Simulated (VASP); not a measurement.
A run of VASP 6.6.1:

The input INCAR:

```
SYSTEM = C
PREC     = Accurate       ! precision mode
ENCUT    = 600            ! plane-wave cutoff, eV
EDIFF    = 1E-6           ! SCF threshold, eV
ISMEAR   = 0              ! smearing method
SIGMA    = 0.1            ! smearing width, eV
LREAL    = .False.        ! projectors in reciprocal space
LASPH    = .True.         ! aspherical terms in the spheres
NELM     = 200            ! most SCF steps
ALGO     = Normal         ! electronic algorithm
ISIF     = 2              ! what is computed and relaxed
LWAVE    = .False.        ! write WAVECAR
LCHARG   = .True.         ! write CHGCAR
ISPIN    = 2              ! spin polarisation
MAGMOM   = 1              ! initial moments
LORBIT   = 11             ! projections on sites
GGA      = PE             ! functional
LELF     = .True.         ! ELF
LVHAR    = .True.       
NBANDS   = 12             ! bands
GGA_COMPAT= .False.
```

File KPOINTS:

```
Automatic mesh
0
Gamma
  6 6 12
  0 0 0
```

Contents of POSCAR:

```
C
1.0
    3.6735580459      0.0000000000      0.0000000000
   -1.8367790230      3.1813945901      0.0000000000
    0.0000000000      0.0000000000      1.2835197641
C
1
Direct
    0.0000000000      0.0000000000      0.0000000000
```

Potentials or basis: VASP PAW PBE potentials, release 64 (C).

Launch:

```sh
$ cat potpaw_PBE.64/C/POTCAR > POTCAR
$ mpirun -np 1 vasp_std > vasp.out
```

Hardware: 1 thread of Intel Xeon 8259CL, on a shared host.

Q: Estimate the wall time of this run.

A: Wall time 36 s on 1 thread of Intel Xeon 8259CL (shared host), peak memory 0.13 GiB. Counts: scf iterations 14, k points 49.
